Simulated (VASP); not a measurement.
# Sc (I4/mmm) in VASP: settings compared, part 2 of 3

VASP 6.6.1.

### 3 Single point, PBE (equal strain along all axes, cell held: +1.0 %)

INCAR

```
SYSTEM = Sc
  ALGO = Fast
  EDIFF = 1E-6
  ENCUT = 520
  GGA = PE
  ISIF = 2
  ISMEAR = 0
  LASPH = .TRUE.
  LCHARG = .FALSE.
  LREAL = .FALSE.
  LWAVE = .FALSE.
  NBANDS = 18
  NELM = 60
  PREC = Accurate
  SIGMA = 0.1
```

KPOINTS

```
k-points
0
G
  14 14 10
  0 0 0
```

POSCAR

```
Sc
1.0
    3.3002776270      0.0000000000      0.0000000000
    0.0000000000      3.3002776270      0.0000000000
    0.0000000000      0.0000000000      4.6632807794
Sc
2
Direct
    0.0000000000      0.0000000000      0.0000000000
    0.5000000000      0.5000000000      0.5000000000
```

Potentials or basis: VASP PAW PBE potentials, release 64 (Sc_sv).

Command:

```sh
$ cat potpaw_PBE.64/Sc_sv/POTCAR > POTCAR
$ mpirun -np 1 vasp_std > vasp.out
```

OUTCAR:

```text
SYSTEM = Sc
   EDIFF = 1E-6
   ENCUT = 520
   GGA = PE
   ISIF = 2
   ISMEAR = 0
   LASPH = .TRUE.
   LREAL = .FALSE.
   NELM = 60
   PREC = Accurate

 ion  position               nearest neighbor table
   1  0.000  0.000  0.000-   2 3.30   2 3.30   2 3.30   2 3.30   2 3.30   2 3.30   2 3.30   2 3.30

   2  0.500  0.500  0.500-   1 3.30   1 3.30   1 3.30   1 3.30   1 3.30   1 3.30   1 3.30   1 3.30

  LATTYP: Found a simple tetragonal cell.
 ALAT       =     3.3002776270
 C/A-ratio  =     1.4129965132

  Lattice vectors:

 A1 = (   3.3002776270,   0.0000000000,   0.0000000000)
 A2 = (   0.0000000000,   3.3002776270,   0.0000000000)
 A3 = (   0.0000000000,   0.0000000000,   4.6632807794)

Analysis of symmetry for initial positions (statically):
=====================================================================
 Subroutine PRICEL returns following result:

  LATTYP: Found a body centered tetragonal cell.
 ALAT       =     3.3002776270
 C/A-ratio  =     1.4129965132

  Lattice vectors:

 A1 = (  -1.6501388135,  -1.6501388135,  -2.3316403897)
 A2 = (   1.6501388135,   1.6501388135,  -2.3316403897)
 A3 = (   1.6501388135,  -1.6501388135,   2.3316403897)

   2 primitive cells build up your supercell.

 Routine SETGRP: Setting up the symmetry group for a
 simple tetragonal supercell.

 Subroutine GETGRP returns: Found 16 space group operations
 (whereof 16 operations were pure point group operations)
 out of a pool of 16 trial point group operations.

The static configuration has the point symmetry D_4h.

Analysis of symmetry for dynamics (positions and initial velocities):
=====================================================================
 Subroutine PRICEL returns following result:

  LATTYP: Found a body centered tetragonal cell.
 ALAT       =     3.3002776270
 C/A-ratio  =     1.4129965132

  Lattice vectors:

 A1 = (  -1.6501388135,  -1.6501388135,  -2.3316403897)
 A2 = (   1.6501388135,   1.6501388135,  -2.3316403897)
 A3 = (   1.6501388135,  -1.6501388135,   2.3316403897)

   2 primitive cells build up your supercell.

 Routine SETGRP: Setting up the symmetry group for a
 simple tetragonal supercell.

 Subroutine GETGRP returns: Found 16 space group operations
 (whereof 16 operations were pure point group operations)
 out of a pool of 16 trial point group operations.

The dynamic configuration has the point symmetry D_4h.

 Subroutine INISYM returns: Found 16 space group operations
 (whereof 16 operations are pure point group operations),
 and found     2 'primitive' translations

----------------------------------------------------------------------------------------

                                     Primitive cell

  volume of cell :      25.3958

  direct lattice vectors                    reciprocal lattice vectors
    -1.650138814 -1.650138814 -2.331640390     0.000000000 -0.303004811 -0.214441302
     1.650138814  1.650138814 -2.331640390     0.303004811  0.000000000 -0.214441302
     1.650138814 -1.650138814  2.331640390     0.303004811 -0.303004811  0.000000000

  length of vectors
     3.298857850  3.298857850  3.298857850     0.371210166  0.371210166  0.428513514

  position of ions in fractional coordinates (direct lattice)
     0.000000000  0.000000000  0.000000000

  ion indices of the primitive-cell ions
   primitive index   ion index
[... 25 lines left out ...]

 Found    216 irreducible k-points:

 Following reciprocal coordinates:
            Coordinates               Weight
  0.000000  0.000000  0.000000      1.000000
  0.071429  0.000000  0.000000      4.000000
  0.142857  0.000000  0.000000      4.000000
  0.214286  0.000000  0.000000      4.000000
  0.285714  0.000000  0.000000      4.000000
  0.357143  0.000000  0.000000      4.000000
[... 16 lines left out ...]
  0.285714  0.214286  0.000000      8.000000
  0.357143  0.214286  0.000000      8.000000
 [... further k-points ...]
   k-points           NKPTS =    216   k-points in BZ     NKDIM =    216   number of bands    NBANDS=     18
   number of dos      NEDOS =    301   number of ions     NIONS =      2
   total plane-waves  NPLWV =  28224
   dimension x,y,z NGX =    28 NGY =   28 NGZ =   36
   dimension x,y,z NGXF=    56 NGYF=   56 NGZF=   72
   ions per type =               2
   NGX,Y,Z   is equivalent  to a cutoff of  14.10, 14.10, 12.83 a.u.
   NGXF,Y,Z  is equivalent  to a cutoff of  28.21, 28.21, 25.67 a.u.
 SYSTEM =  Sc
   PREC   = accura    normal or accurate (medium, high low for compatibility)
   ISTART =      0    job   : 0-new  1-cont  2-samecut
   ICHARG =      2    charge: 1-file 2-atom 10-const
   ISPIN  =      1    spin polarized calculation?
   LNONCOLLINEAR =      F non collinear calculations
   LSORBIT =      F    spin-orbit coupling
   LASPH  =      T    aspherical Exc in radial PAW
   ENCUT  =  520.0 eV  38.22 Ry    6.18 a.u.   6.14  6.14  8.67*2*pi/ulx,y,z
   NELM   =     60;   NELMIN=  2; NELMDL= -5     # of ELM steps
   EDIFF  = 0.1E-05   stopping-criterion for ELM
   LREAL  =      F    real-space projection
   EDIFFG = 0.1E-04   stopping-criterion for IOM
   NSW    =      0    number of steps for IOM
   IBRION =     -1    ionic relax: 0-MD 1-quasi-New 2-CG
   NFREE  =      0    steps in history (QN), initial steepest desc. (CG)
   ISIF   =      2    stress and relaxation
   ISYM   =      2    0-nonsym 1-usesym 2-fastsym
   POTIM  = 0.5000    time-step for ionic-motion
   TEBEG  =    0.0;   TEEND  =   0.0 temperature during run
   PSTRESS=    0.0 pullay stress
   NELECT =      22.0000    total number of electrons
   NUPDOWN=      -1.0000    fix difference up-down
   EMIN   =  10.00;   EMAX   =-10.00  energy-range for DOS
   EFERMI =   0.00;   METHOD = LEGACY
   ISMEAR =     0;   SIGMA  =   0.10  broadening in eV -4-tet -1-fermi 0-gaus
   EFERMI_NEDOS =   21; number of points for ismear=-14 and -15
   IALGO  =     68    algorithm
   IMIX   =      4    mixing-type and parameters
     AMIX     =   0.40;   BMIX     =  1.00
     AMIX_MAG =   1.60;   BMIX_MAG =  1.00
  volume/ion in A,a.u.               =      25.40       171.38
  Fermi-wavevector in a.u.,A,eV,Ry     =   1.238658  2.340725 20.875074  1.534275
  Thomas-Fermi vector in A             =   2.373174
   LORBIT       =      0    0 simple, 1 ext, 2 COOP (PROOUT), +10 PAW based schemes
   GGA     = PE    functional components
   LHFCALC =     F    Hartree Fock is set to
   AEXX    =    0.0000 exact exchange contribution
   IVDW    =     0    specifies the selected vdW correction
   LEPSILON=     F    determine dielectric tensor
   LRPA    =     F    only Hartree local field effects (RPA)
 non-spin polarized calculation
 RMM-DIIS sequential band-by-band and
 Gauss-broadening in eV      SIGMA  =   0.10
  energy-cutoff  :      520.00
  volume of cell :       50.79
 maximum number of plane-waves:      1400
 NGX is ok and might be reduce to    28
   NGX = 13   NGY = 13   NGZ = 17

 number of electron      21.9999998 magnetization

 Free energy of the ion-electron system (eV)
  ---------------------------------------------------
  ext. energy  EPLUGINS =         0.00000000
  ---------------------------------------------------
  free energy    TOTEN  =       -12.40616774 eV

  energy without entropy =      -12.38582706  energy(sigma->0) =      -12.39599740

 E-fermi :   3.5634     XC(G=0):  -9.7571

 val. band max:        3.5605710167   @ k =   0.3571   0.0714   0.4000
 cond. band min:       3.5721031905   @ k =   0.2143   0.2143   0.1000
 fundamental gap:      0.0115321738
 Fermi energy:         3.5634061926

 k-point     1 :       0.0000    0.0000    0.0000
  band No.  band energies     occupation
      1     -45.9538      2.00000
      2     -45.8849      2.00000
      3     -24.7178      2.00000
      4     -24.5136      2.00000
      5     -24.5136      2.00000
      6     -24.3864      2.00000
[... 481 lines left out ...]
      5     -24.5851      2.00000
      6     -24.5024      2.00000
[... 10 lines left out ...]
     17       6.2360      0.00000
     18       7.2813      0.00000

 [... further k-points ...]

------------------------ aborting loop because EDIFF is reached ----------------------------------------

  FORCE on cell =-STRESS in cart. coord.  units (eV):
  Direction    XX          YY          ZZ          XY          YZ          ZX
  --------------------------------------------------------------------------------------
  -------------------------------------------------------------------------------------
  Total       -0.4607190     -0.4607190     -0.4397039      0.0000000      0.0000000     -0.0000000
  in kB      -14.5329640    -14.5329640    -13.8700624      0.0000000      0.0000000     -0.0000000
  external PRESSURE =     -14.3119968 kB  Pullay stress =       0.0000000 kB

 VOLUME and BASIS-vectors are now :
 -----------------------------------------------------------------------------
  energy-cutoff  :      520.00
  volume of cell :       50.79
      direct lattice vectors                 reciprocal lattice vectors
     3.300277627  0.000000000  0.000000000     0.303004811  0.000000000  0.000000000
     0.000000000  3.300277627  0.000000000     0.000000000  0.303004811  0.000000000
     0.000000000  0.000000000  4.663280779     0.000000000  0.000000000  0.214441302

 POSITION                                       TOTAL-FORCE (eV/Angst)
 -----------------------------------------------------------------------------------
      0.00000      0.00000      0.00000         0.000000     -0.000000      0.000000
      1.65014      1.65014      2.33164        -0.000000      0.000000     -0.000000
 -----------------------------------------------------------------------------------
    total drift:                                0.000000      0.000000      0.000000

  FREE ENERGIE OF THE ION-ELECTRON SYSTEM (eV)
  ---------------------------------------------------
  free  energy   TOTEN  =       -12.4061677384 eV

  energy  without entropy=      -12.3858270614  energy(sigma->0) =      -12.39599740
```

Wall time 4 min (1 thread of Oxide Virtual Turin-like, shared host); peak memory 0.26 GiB.

Results:

| Property | Result |
| --- | --- |
| Free energy | -12.4062 eV |
| Pressure | -1.4 GPa |
| Band gap on the k mesh | zero (bands 11 and 12 overlap by 0.93 eV) |

Caveat: the cell differs from its parent crystal (equal strain along all axes, cell held: +1.0 %).

### 4 Single point, PBE (equal strain along all axes, cell held: +2.0 %)

INCAR

```
ALGO     = Fast           # electronic algorithm
EDIFF    = 1E-6           # SCF threshold, eV
ENCUT    = 520            # plane-wave cutoff, eV
GGA      = PE             # functional
ISIF     = 2              # what is computed and relaxed
ISMEAR   = 0              # smearing method
LASPH    = T              # aspherical terms in the spheres
LCHARG   = T              # write CHGCAR
LELF     = T              # ELF
LREAL    = F              # projectors in reciprocal space
LVHAR    = T            
LWAVE    = F              # write WAVECAR
NBANDS   = 18             # bands
NELM     = 80             # most SCF steps
PREC     = Accurate       # precision mode
SIGMA    = 0.1            # smearing width, eV
```

KPOINTS

```
k-points
0
Gamma
  14 14 10
```

POSCAR

```
Sc
1.0
    3.3329536431      0.0000000000      0.0000000000
    0.0000000000      3.3329536431      0.0000000000
    0.0000000000      0.0000000000      4.7094518763
Sc
2
Direct
    0.0000000000      0.0000000000      0.0000000000
    0.5000000000      0.5000000000      0.5000000000
```

Command:

```sh
$ cat potpaw_PBE.64/Sc_sv/POTCAR > POTCAR
$ mpirun -np 1 vasp_std > vasp.out
```

Run time: 4.7 min. Hardware: 1 thread of Oxide Virtual Turin-like, shared host; peak memory 0.26 GiB.

It converged, with:

```yaml
Free_energy: -12.3867 eV
Pressure: -2.7 GPa
Band_gap_on_the_k_mesh: zero (bands 11 and 12 overlap by 0.90 eV)
```

Levels at points of the mesh, in eV from the Fermi level:
| k point | band 7 | band 8 | band 9 | band 10 | band 11 | band 12 | band 13 | band 14 | band 15 | band 16 |
| --- | --- | --- | --- | --- | --- | --- | --- | --- | --- | --- |
| (0.00, 0.00, 0.00) | -28.04 | -28.04 | -5.07 | -1.40 | -0.55 | 1.50 | 1.50 | 1.50 | 1.74 | 2.76 |
| (0.50, 0.00, 0.00) | -28.09 | -28.09 | -1.83 | -1.83 | 0.33 | 0.33 | 0.71 | 0.71 | 2.10 | 2.10 |
| (0.50, 0.50, 0.00) | -28.16 | -28.16 | -1.40 | -1.40 | -0.54 | -0.54 | 1.73 | 1.73 | 3.58 | 3.58 |
| (0.00, 0.00, 0.50) | -28.10 | -28.10 | -3.26 | -3.26 | 0.35 | 0.35 | 1.60 | 1.60 | 2.33 | 2.33 |
| (0.50, 0.00, 0.50) | -28.09 | -28.09 | -1.70 | -1.70 | 0.13 | 0.13 | 1.40 | 1.40 | 1.41 | 1.41 |
| (0.50, 0.50, 0.50) | -28.16 | -28.16 | -0.59 | -0.59 | 0.19 | 0.19 | 0.19 | 0.19 | 2.33 | 2.33 |

Caveat: the cell differs from its parent crystal (equal strain along all axes, cell held: +2.0 %).

(Part 2 of 3 ends here.)
